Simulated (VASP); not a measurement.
Crystal: Co.

```
CELL_PARAMETERS angstrom
2.47067 0.00000 0.00000
-1.23534 2.13966 0.00000
0.00000 0.00000 4.03602
ATOMIC_POSITIONS crystal
Co 0.33333 0.66667 0.74014
Co 0.66667 0.33333 0.25986
```

Base run:

| Item | Value |
| --- | --- |
| Program | VASP 6.6.1 |
| Functional | r2SCAN |
| Potentials or basis | VASP PAW PBE potentials, release 64 (Co) |
| Cutoff | 660 eV |
| k mesh | 12 × 12 × 7 |
| Occupations | fermi-dirac, width 0.05 eV |
| Spin | collinear spin, ferromagnetic start |
| Starting moments | [2.0, 2.0] μB |

Its results: pressure 1.0 GPa; net moment 3.56 μB per cell; site moments Co +1.84 μB; largest force 0.255 eV/Å.

**Question.** The run is repeated on the same cell with these changes: functional from r2SCAN to PBE0; cutoff from 660 eV to 520 eV; k mesh from 12 × 12 × 7 to 6 × 6 × 4. What comes out?

**Answer.** Pressure 8.3 GPa; net moment 3.53 μB per cell; site moments Co +1.82 μB; largest force 0.290 eV/Å.

Several settings changed at once.

Caveats: some runs use coarse meshes; the PAW data sets were made with another functional, which shifts forces and pressure a little.
